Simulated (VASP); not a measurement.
# Li3Ge4N (P3m1) in VASP: further runs

Runs on Li3Ge4N. Level: PBE. Tasks: single point.

Everything below comes from runs of VASP 6.6.1. Logs are shortened: lines on timing, memory, paths and dates and some standing lists are left out, and cuts for length are marked.

### 1 The cell of the first run

It takes space group P3m1 (No. 156, trigonal). The conventional cell has a = 3.972 Å, b = 3.972 Å, c = 9.705 Å, α = 90.00°, β = 90.00°, γ = 120.00°. Within 2.5 Å of Li (site symmetry 3m) lie 1 N at 1.91 Å. Within 3.1 Å of Li (site symmetry 3m) lie 3 N at 2.34 Å and 6 Li at 2.39 to 2.71 Å and 1 Ge at 2.89 Å. Li (site symmetry 3m) has 3 N at 2.30 Å and 3 Li at 2.39 Å and 4 Ge at 2.68 to 2.86 Å within 3.0 Å. Within 2.5 Å of Ge (site symmetry 3m) lie 1 N at 1.92 Å and 3 Ge at 2.49 Å. Ge (site symmetry 3m) has 3 Ge at 2.50 Å and 4 Li at 2.71 to 2.89 Å within 3.3 Å. Ge (site symmetry 3m) has 4 Ge at 2.49 to 2.50 Å within 3.3 Å. Within 3.3 Å of Ge (site symmetry 3m) lie 4 Ge at 2.49 Å and 1 Li at 2.68 Å. N (site symmetry 3m) has 7 Li at 1.91 to 2.34 Å and 1 Ge at 1.92 Å within 2.5 Å.

### 2 Single point, PBE

INCAR

```
PREC     = Accurate       # precision mode
ENCUT    = 520            # plane-wave cutoff, eV
EDIFF    = 1E-7           # SCF threshold, eV
ISMEAR   = 0              # smearing method
SIGMA    = 0.2            # smearing width, eV
LREAL    = False          # projectors in reciprocal space
LASPH    = True           # aspherical terms in the spheres
NELM     = 60             # most SCF steps
ALGO     = Normal         # electronic algorithm
ISIF     = 2              # what is computed and relaxed
LWAVE    = False          # write WAVECAR
LCHARG   = False          # write CHGCAR
GGA      = PE             # functional
NBANDS   = 45             # bands
```

KPOINTS

```
regular mesh
0
Gamma
  5 5 2
```

POSCAR

```
Li3Ge4N
1.0
    3.9717410518      0.0000000000      0.0000000000
   -1.9858705259      3.4396286481      0.0000000000
    0.0000000000      0.0000000000      9.7053351829
Li Ge N
3 4 1
Direct
    0.0000000000      0.0000000000      0.1770161107
    0.3333333333      0.6666666667      0.0279462871
    0.6666666667      0.3333333333     -0.0403402316
    0.0000000000      0.0000000000      0.7829382838
    0.3333333333      0.6666666667      0.3258206347
    0.6666666667      0.3333333333      0.4271459492
    0.6666666667      0.3333333333      0.6837868524
    0.0000000000      0.0000000000     -0.0193138863
```

Potentials or basis: VASP PAW PBE potentials, release 64 (Li_sv, Ge_d, N).

Command:

```
cat potpaw_PBE.64/Li_sv/POTCAR potpaw_PBE.64/Ge_d/POTCAR potpaw_PBE.64/N/POTCAR > POTCAR
mpirun -np 1 vasp_std > vasp.out
```

OUTCAR:

```text
PREC = Accurate
   ENCUT = 520
   EDIFF = 1E-7
   ISMEAR = 0
   LREAL = False
   LASPH = True
   NELM = 60
   ISIF = 2
   GGA = PE

 ion  position               nearest neighbor table
   1  0.000  0.000  0.177-   8 1.91   5 2.71   5 2.71   5 2.71
   2  0.333  0.667  0.028-   3 2.39   3 2.39   3 2.39
   3  0.667  0.333  0.960-   2 2.39   2 2.39   2 2.39   7 2.68
   4  0.000  0.000  0.783-   8 1.92   7 2.49   7 2.49   7 2.49
   5  0.333  0.667  0.326-   6 2.50   6 2.50   6 2.50   1 2.71   1 2.71   1 2.71
   6  0.667  0.333  0.427-   7 2.49   5 2.50   5 2.50   5 2.50
   7  0.667  0.333  0.684-   4 2.49   4 2.49   4 2.49   6 2.49   3 2.68
   8  0.000  0.000  0.981-   1 1.91   4 1.92

  LATTYP: Found a hexagonal cell.
 ALAT       =     3.9717410518
 C/A-ratio  =     2.4435971672

  Lattice vectors:

 A1 = (   3.9717410518,   0.0000000000,   0.0000000000)
 A2 = (  -1.9858705259,   3.4396286481,   0.0000000000)
 A3 = (   0.0000000000,   0.0000000000,   9.7053351829)

Analysis of symmetry for initial positions (statically):
=====================================================================
 Subroutine PRICEL returns:
 Original cell was already a primitive cell.

 Routine SETGRP: Setting up the symmetry group for a
 hexagonal supercell.

 Subroutine GETGRP returns: Found  6 space group operations
 (whereof  6 operations were pure point group operations)
 out of a pool of 24 trial point group operations.

The static configuration has the point symmetry C_3v.

Analysis of symmetry for dynamics (positions and initial velocities):
=====================================================================
 Subroutine PRICEL returns:
 Original cell was already a primitive cell.

 Routine SETGRP: Setting up the symmetry group for a
 hexagonal supercell.

 Subroutine GETGRP returns: Found  6 space group operations
 (whereof  6 operations were pure point group operations)
 out of a pool of 24 trial point group operations.

The dynamic configuration has the point symmetry C_3v.

 Subroutine INISYM returns: Found  6 space group operations
 (whereof  6 operations are pure point group operations),
 and found     1 'primitive' translations

----------------------------------------------------------------------------------------

                                     Primitive cell

  volume of cell :     132.5876

  direct lattice vectors                    reciprocal lattice vectors
     3.971741052  0.000000000  0.000000000     0.251778751  0.145364529  0.000000000
    -1.985870526  3.439628648  0.000000000     0.000000000  0.290729059  0.000000000
     0.000000000  0.000000000  9.705335183     0.000000000  0.000000000  0.103036112

  length of vectors
     3.971741052  3.971741052  9.705335183     0.290729059  0.290729059  0.103036112

  position of ions in fractional coordinates (direct lattice)
     0.000000000  0.000000000  0.177016111
     0.333333333  0.666666667  0.027946287
     0.666666667  0.333333333  0.959659768
     0.000000000  0.000000000  0.782938284
     0.333333333  0.666666667  0.325820635
     0.666666667  0.333333333  0.427145949
     0.666666667  0.333333333  0.683786852
     0.000000000  0.000000000  0.980686114

  ion indices of the primitive-cell ions
   primitive index   ion index
                 1           1
                 2           2
                 3           3
                 4           4
                 5           5
                 6           6
                 7           7
                 8           8

----------------------------------------------------------------------------------------

 KPOINTS: regular mesh

Automatic generation of k-mesh.
 Grid dimensions read from file:
 generate k-points for:    5    5    2

 Generating k-lattice:

  Cartesian coordinates                     Fractional coordinates (reciprocal lattice)
     0.050355750  0.029072906  0.000000000     0.200000000  0.000000000  0.000000000
     0.000000000  0.058145812  0.000000000     0.000000000  0.200000000  0.000000000
     0.000000000  0.000000000  0.051518056     0.000000000  0.000000000  0.500000000

  Length of vectors
     0.058145812  0.058145812  0.051518056

  Shift w.r.t. Gamma in fractional coordinates (k-lattice)
     0.000000000  0.000000000  0.000000000

 Subroutine IBZKPT returns following result:
 ===========================================

 Found     10 irreducible k-points:

 Following reciprocal coordinates:
            Coordinates               Weight
  0.000000  0.000000  0.000000      1.000000
  0.200000 -0.000000  0.000000      6.000000
  0.400000  0.000000  0.000000      6.000000
  0.200000  0.200000  0.000000      6.000000
  0.400000  0.200000  0.000000      6.000000
  0.000000  0.000000  0.500000      1.000000
  0.200000 -0.000000  0.500000      6.000000
  0.400000  0.000000  0.500000      6.000000
  0.200000  0.200000  0.500000      6.000000
  0.400000  0.200000  0.500000      6.000000
   k-points           NKPTS =     10   k-points in BZ     NKDIM =     10   number of bands    NBANDS=     45
   number of dos      NEDOS =    301   number of ions     NIONS =      8
   total plane-waves  NPLWV =  64800
   dimension x,y,z NGX =    30 NGY =   30 NGZ =   72
   dimension x,y,z NGXF=    60 NGYF=   60 NGZF=  144
   ions per type =               3   4   1
   NGX,Y,Z   is equivalent  to a cutoff of  12.56, 12.56, 12.33 a.u.
   NGXF,Y,Z  is equivalent  to a cutoff of  25.11, 25.11, 24.67 a.u.
 SYSTEM =  unknown system
   PREC   = accura    normal or accurate (medium, high low for compatibility)
   ISTART =      0    job   : 0-new  1-cont  2-samecut
   ICHARG =      2    charge: 1-file 2-atom 10-const
   ISPIN  =      1    spin polarized calculation?
   LNONCOLLINEAR =      F non collinear calculations
   LSORBIT =      F    spin-orbit coupling
   LASPH  =      T    aspherical Exc in radial PAW
   ENCUT  =  520.0 eV  38.22 Ry    6.18 a.u.   7.38  7.38 18.05*2*pi/ulx,y,z
   NELM   =     60;   NELMIN=  2; NELMDL= -5     # of ELM steps
   EDIFF  = 0.1E-06   stopping-criterion for ELM
   LREAL  =      F    real-space projection
   EDIFFG = 0.1E-05   stopping-criterion for IOM
   NSW    =      0    number of steps for IOM
   IBRION =     -1    ionic relax: 0-MD 1-quasi-New 2-CG
   NFREE  =      0    steps in history (QN), initial steepest desc. (CG)
   ISIF   =      2    stress and relaxation
   ISYM   =      2    0-nonsym 1-usesym 2-fastsym
   POTIM  = 0.5000    time-step for ionic-motion
   TEBEG  =    0.0;   TEEND  =   0.0 temperature during run
   PSTRESS=    0.0 pullay stress
   NELECT =      70.0000    total number of electrons
   NUPDOWN=      -1.0000    fix difference up-down
   EMIN   =  10.00;   EMAX   =-10.00  energy-range for DOS
   EFERMI =   0.00;   METHOD = LEGACY
   ISMEAR =     0;   SIGMA  =   0.20  broadening in eV -4-tet -1-fermi 0-gaus
   EFERMI_NEDOS =   21; number of points for ismear=-14 and -15
   IALGO  =     38    algorithm
   IMIX   =      4    mixing-type and parameters
     AMIX     =   0.40;   BMIX     =  1.00
     AMIX_MAG =   1.60;   BMIX_MAG =  1.00
  volume/ion in A,a.u.               =      16.57       111.84
  Fermi-wavevector in a.u.,A,eV,Ry     =   1.323142  2.500376 23.819790  1.750705
  Thomas-Fermi vector in A             =   2.452772
   LORBIT       =      0    0 simple, 1 ext, 2 COOP (PROOUT), +10 PAW based schemes
   GGA     = PE    functional components
   LHFCALC =     F    Hartree Fock is set to
   AEXX    =    0.0000 exact exchange contribution
   IVDW    =     0    specifies the selected vdW correction
   LEPSILON=     F    determine dielectric tensor
   LRPA    =     F    only Hartree local field effects (RPA)
 non-spin polarized calculation
 Gauss-broadening in eV      SIGMA  =   0.20
  energy-cutoff  :      520.00
  volume of cell :      132.59
 maximum number of plane-waves:      3600
 NGX is ok and might be reduce to    30
   NGX = 15   NGY = 15   NGZ = 37

 number of electron      70.0000091 magnetization

 Free energy of the ion-electron system (eV)
  ---------------------------------------------------
  ext. energy  EPLUGINS =         0.00000000
  ---------------------------------------------------
  free energy    TOTEN  =       -33.72938673 eV

  energy without entropy =      -33.72049112  energy(sigma->0) =      -33.72493892

 E-fermi :   4.7708     XC(G=0):  -9.6334

 val. band max:        4.6270214343   @ k =   0.0000   0.0000   0.0000
 cond. band min:       4.9536573299   @ k =   0.0000   0.0000   0.0000
 fundamental gap:      0.3266358956
 Fermi energy:         4.7708491141

 k-point     1 :       0.0000    0.0000    0.0000
  band No.  band energies     occupation
      1     -42.2673      2.00000
      2     -42.0546      2.00000
      3     -41.7841      2.00000
      4     -20.3205      2.00000
      5     -20.3205      2.00000
      6     -20.2846      2.00000
[... 37 lines left out ...]
     44       9.6489      0.00000
     45       9.6490      0.00000

 k-point     2 :       0.2000   -0.0000    0.0000
  band No.  band energies     occupation
      1     -42.2625      2.00000
      2     -42.0587      2.00000
      3     -41.7842      2.00000
      4     -20.3221      2.00000
      5     -20.3195      2.00000
      6     -20.2840      2.00000
[... 37 lines left out ...]
     44       9.5286      0.00000
     45      10.3442      0.00000

 k-point     3 :       0.4000    0.0000    0.0000
  band No.  band energies     occupation
      1     -42.2541      2.00000
      2     -42.0659      2.00000
      3     -41.7844      2.00000
      4     -20.3227      2.00000
      5     -20.3084      2.00000
      6     -20.2901      2.00000
[... 37 lines left out ...]
     44      10.1799      0.00000
     45      11.4074      0.00000

 k-point     4 :       0.2000    0.2000    0.0000
  band No.  band energies     occupation
      1     -42.2558      2.00000
      2     -42.0645      2.00000
      3     -41.7844      2.00000
      4     -20.3283      2.00000
      5     -20.3101      2.00000
      6     -20.2868      2.00000
[... 37 lines left out ...]
     44      10.0400      0.00000
     45      10.8241      0.00000

 k-point     5 :       0.4000    0.2000    0.0000
  band No.  band energies     occupation
      1     -42.2514      2.00000
      2     -42.0682      2.00000
      3     -41.7845      2.00000
      4     -20.3311      2.00000
      5     -20.3011      2.00000
      6     -20.2948      2.00000
[... 37 lines left out ...]
     44      10.9184      0.00000
     45      11.2321      0.00000

 k-point     6 :       0.0000    0.0000    0.5000
  band No.  band energies     occupation
      1     -42.2674      2.00000
      2     -42.0545      2.00000
      3     -41.7841      2.00000
      4     -20.3205      2.00000
      5     -20.3205      2.00000
      6     -20.2846      2.00000
[... 37 lines left out ...]
     44       9.6801      0.00000
     45       9.6801      0.00000

 k-point     7 :       0.2000   -0.0000    0.5000
  band No.  band energies     occupation
      1     -42.2625      2.00000
      2     -42.0587      2.00000
      3     -41.7842      2.00000
      4     -20.3221      2.00000
      5     -20.3195      2.00000
      6     -20.2840      2.00000
[... 37 lines left out ...]
     44       9.5877      0.00000
     45      10.2774      0.00000

 k-point     8 :       0.4000    0.0000    0.5000
  band No.  band energies     occupation
      1     -42.2541      2.00000
      2     -42.0659      2.00000
      3     -41.7844      2.00000
      4     -20.3227      2.00000
      5     -20.3084      2.00000
      6     -20.2901      2.00000
[... 37 lines left out ...]
     44      10.9280      0.00000
     45      11.2494      0.00000

 k-point     9 :       0.2000    0.2000    0.5000
  band No.  band energies     occupation
      1     -42.2558      2.00000
      2     -42.0645      2.00000
      3     -41.7844      2.00000
      4     -20.3283      2.00000
      5     -20.3101      2.00000
      6     -20.2868      2.00000
[... 37 lines left out ...]
     44       9.5122      0.00000
     45      10.8909      0.00000

 k-point    10 :       0.4000    0.2000    0.5000
  band No.  band energies     occupation
      1     -42.2515      2.00000
      2     -42.0683      2.00000
      3     -41.7845      2.00000
      4     -20.3311      2.00000
      5     -20.3011      2.00000
      6     -20.2948      2.00000
[... 37 lines left out ...]
     44      11.1173      0.00000
     45      11.4291      0.00000

------------------------ aborting loop because EDIFF is reached ----------------------------------------

  FORCE on cell =-STRESS in cart. coord.  units (eV):
  Direction    XX          YY          ZZ          XY          YZ          ZX
  --------------------------------------------------------------------------------------
  -------------------------------------------------------------------------------------
  Total       -0.0382589     -0.0382589     -0.0663417      0.0000000      0.0000000     -0.0000000
  in kB       -0.4623177     -0.4623177     -0.8016678      0.0000000      0.0000000     -0.0000000
  external PRESSURE =      -0.5754344 kB  Pullay stress =       0.0000000 kB

 VOLUME and BASIS-vectors are now :
 -----------------------------------------------------------------------------
  energy-cutoff  :      520.00
  volume of cell :      132.59
      direct lattice vectors                 reciprocal lattice vectors
     3.971741052  0.000000000  0.000000000     0.251778751  0.145364529  0.000000000
    -1.985870526  3.439628648  0.000000000     0.000000000  0.290729059  0.000000000
     0.000000000  0.000000000  9.705335183     0.000000000  0.000000000  0.103036112

 POSITION                                       TOTAL-FORCE (eV/Angst)
 -----------------------------------------------------------------------------------
      0.00000      0.00000      1.71800         0.000000      0.000000     -0.017489
     -0.00000      2.29309      0.27123        -0.000000      0.000000      0.073905
      1.98587      1.14654      9.31382         0.000000     -0.000000      0.002545
      0.00000      0.00000      7.59868         0.000000      0.000000      0.007406
     -0.00000      2.29309      3.16220        -0.000000     -0.000000     -0.002718
      1.98587      1.14654      4.14559         0.000000      0.000000      0.012237
      1.98587      1.14654      6.63638         0.000000      0.000000     -0.031941
      0.00000      0.00000      9.51789        -0.000000      0.000000     -0.043944
 -----------------------------------------------------------------------------------
    total drift:                               -0.000001     -0.000001     -0.002310

  FREE ENERGIE OF THE ION-ELECTRON SYSTEM (eV)
  ---------------------------------------------------
  free  energy   TOTEN  =       -33.7293867250 eV

  energy  without entropy=      -33.7204911155  energy(sigma->0) =      -33.72493892
```

It took 71 s on 1 thread of Intel Xeon Platinum 8259CL at 2.50GHz (Skylake/Cascade Lake), shared host; peak memory 0.26 GiB.

What came out:

```
Free energy            : -33.7294 eV
Largest force          : 0.074 eV/Å
Band gap on the k mesh : 0.33 eV, direct
```

Forces on the atoms (eV/Å):
```
Li   0.000  0.000 -0.017
Li   0.000  0.000  0.074
Li   0.000  0.000  0.003
Ge   0.000  0.000  0.007
Ge   0.000  0.000 -0.003
Ge   0.000  0.000  0.012
Ge   0.000  0.000 -0.032
N    0.000  0.000 -0.044
```

Caveat: the cutoff is under 1.25 times the usual one of these potentials, so pressure, stress and relaxed cells hold a basis-set (Pulay) error. A k mesh can miss the band edges.

### 3 Single point, PBE

INCAR

```
SYSTEM = Li3Ge4N
PREC = Accurate
ENCUT = 520
EDIFF = 1E-7
ISMEAR = 0
SIGMA = 0.2
LREAL = .FALSE.
LASPH = .TRUE.
NELM = 100
ALGO = Normal
ISIF = 2
LWAVE = .FALSE.
LCHARG = .FALSE.
GGA = PE
NBANDS = 45
```

KPOINTS

```
regular mesh
0
G
  6 6 2
  0 0 0
```

POSCAR

```
Li3Ge4N
1.0
    3.9672893307      0.0000000000      0.0000000000
   -1.9836446654      3.4357733446      0.0000000000
    0.0000000000      0.0000000000      9.7287028105
Li Ge N
3 4 1
Direct
    1.0000000000      1.0000000000      0.1755748716
    0.3333333333      0.6666666667      0.0306956658
    0.6666666667      0.3333333333      0.9582078136
    0.0000000000      1.0000000000      0.7828885577
    0.3333333333      0.6666666667      0.3261817181
    0.6666666667      0.3333333333      0.4276727963
    0.6666666667      0.3333333333      0.6836293252
    1.0000000000      1.0000000000      0.9801492517
```

Potentials or basis: VASP PAW PBE potentials, release 64 (Li_sv, Ge_d, N).

Command:

```
cat potpaw_PBE.64/Li_sv/POTCAR potpaw_PBE.64/Ge_d/POTCAR potpaw_PBE.64/N/POTCAR > POTCAR
mpirun -np 1 vasp_std > vasp.out
```

Wall time 1.8 min (1 thread of Intel Xeon Platinum 8259CL at 2.50GHz (Skylake/Cascade Lake), shared host); peak memory 0.27 GiB.

It converged, with:

* Free energy: -33.8029 eV
* Largest force: 0.025 eV/Å
* Band gap on the k mesh: 0.27 eV, indirect (least direct gap 0.32 eV)

Forces in eV/Å, atoms in the order of the input:
```
Li   0.000  0.000  0.016
Li   0.000  0.000  0.009
Li   0.000  0.000  0.002
Ge   0.000  0.000  0.025
Ge   0.000  0.000 -0.002
Ge   0.000  0.000 -0.002
Ge   0.000  0.000 -0.023
N    0.000  0.000 -0.023
```

Levels at points of the mesh, in eV from the valence-band top:
```
           k point  band 31  band 32  band 33  band 34  band 35  band 36  band 37  band 38  band 39  band 40
(0.00, 0.00, 0.00)    -1.23    -0.76    -0.76     0.00     0.00     0.32     0.50     1.64     2.63     2.63
(0.50, 0.00, 0.00)    -3.65    -2.74    -2.28    -2.12    -1.52     0.27     0.78     1.21     2.72     3.92
(0.00, 0.00, 0.50)    -2.41    -0.71    -0.71    -0.09    -0.09     0.44     0.89     2.59     2.82     2.82
(0.50, 0.00, 0.50)    -3.62    -3.54    -2.46    -1.56    -1.31     0.51     0.88     1.58     1.92     3.15
```

Caveat: the cutoff is under 1.25 times the usual one of these potentials, so pressure, stress and relaxed cells hold a basis-set (Pulay) error. A k mesh can miss the band edges.
